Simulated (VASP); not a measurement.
Runs of VASP 6.6.1 on TaN. The structure is that of space group P-6m2 (No. 187), or close to it. The cells are those of the table. 

| cell | gap on the mesh (eV) | pressure (GPa) |
| --- | --- | --- |
| a = 2.977, b = 2.977, c = 2.921 Å, angles 90.0, 90.0, 120.0°, 2 atoms | none | -16.5 |
| a = 2.898, b = 2.898, c = 2.844 Å, angles 90.0, 90.0, 120.0°, 2 atoms | none | 11.4 |
| a = 2.957, b = 2.957, c = 2.902 Å, angles 90.0, 90.0, 120.0°, 2 atoms | none | -10.7 |
| a = 2.878, b = 2.878, c = 2.824 Å, angles 90.0, 90.0, 120.0°, 2 atoms | none | (a) |
| a = 2.996, b = 2.996, c = 2.940 Å, angles 90.0, 90.0, 120.0°, 2 atoms | none | (b) |
| a = 2.918, b = 2.918, c = 2.864 Å, angles 90.0, 90.0, 120.0°, 2 atoms | none | 3.2 |

Alike in all rows: task single point; level PBEsol; potentials or basis VASP PAW PBE potentials, release 64 (Ta_pv, N); no spin polarisation; k mesh 11 × 11 × 10; cutoff (eV) 520; smearing fermi-dirac 0.15 eV.

Problem. Fill in the values left out.

Solution. (a) 20.5; (b) -21.8.

Caveats: the PAW data sets were made with another functional, which shifts forces and pressure a little; spin-orbit coupling is left out, which moves the levels of the heavy elements; the cell stands under tension (at least some runs); the cell stands under pressure (at least some runs).

A k mesh can miss the band edges, and the runs leave out spin-orbit coupling on Ta.

A gap of «none» marks levels without a gap at the run's occupations.
